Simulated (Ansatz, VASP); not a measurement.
GaP: VASP beside Ansatz

The input INCAR:

```
SYSTEM = GaP
  ALGO = Normal
  EDIFF = 1E-6
  ENCUT = 520
  GGA = PE
  ISIF = 2
  ISMEAR = 0
  LASPH = .TRUE.
  LCHARG = .FALSE.
  LREAL = .FALSE.
  LWAVE = .FALSE.
  NBANDS = 16
  NELM = 60
  PREC = Accurate
  SIGMA = 0.01
```

File KPOINTS:

```
k-points
0
G
  6 6 6
  0 0 0
```

The input POSCAR:

```
GaP
1.0
    0.0000000000      2.6115633931      2.6115633931
    2.6115633931      0.0000000000      2.6115633931
    2.6115633931      2.6115633931      0.0000000000
Ga P
1 1
Direct
    0.0000000000      0.0000000000      0.0000000000
    0.2500000000      0.2500000000      0.2500000000
```

Input for Ansatz:

```yaml
crystal:
  lattice:
    - [0.0, 2.6115633930920703, 2.6115633930920703]
    - [2.6115633930920703, 0.0, 2.6115633930920703]
    - [2.6115633930920703, 2.6115633930920703, 0.0]
  atoms:
    - { symbol: Ga, position: [0.0, 0.0, 0.0] }
    - { symbol: P, position: [0.25, 0.25, 0.25] }
basis:
  ecutwfc: 500.0
kpoints:
  mp_grid:
    grid: [6, 6, 6]
hamiltonian:
  xc: pbe
scf:
  occupations:
    method: fixed
output:
  stress: true
```

Alike in both runs: task single point; functional PBE; k mesh 6 × 6 × 6; no spin polarisation.

|  | VASP | Ansatz |
| --- | --- | --- |
| version | VASP 6.6.1 | Ansatz 0.2.0 |
| potentials or method | VASP PAW PBE potentials, release 64 (Ga_d, P), cutoff 520 eV | plane waves, PAW |
| occupations | gaussian, width 0.01 eV | fixed |
| valence electrons in the cell | 18 | 18 |

VASP gave:

| Property | Result |
| --- | --- |
| pressure (GPa) | 17.2 |

Task: Estimate Ansatz's values.

Result: Pressure (GPa): 17.4.
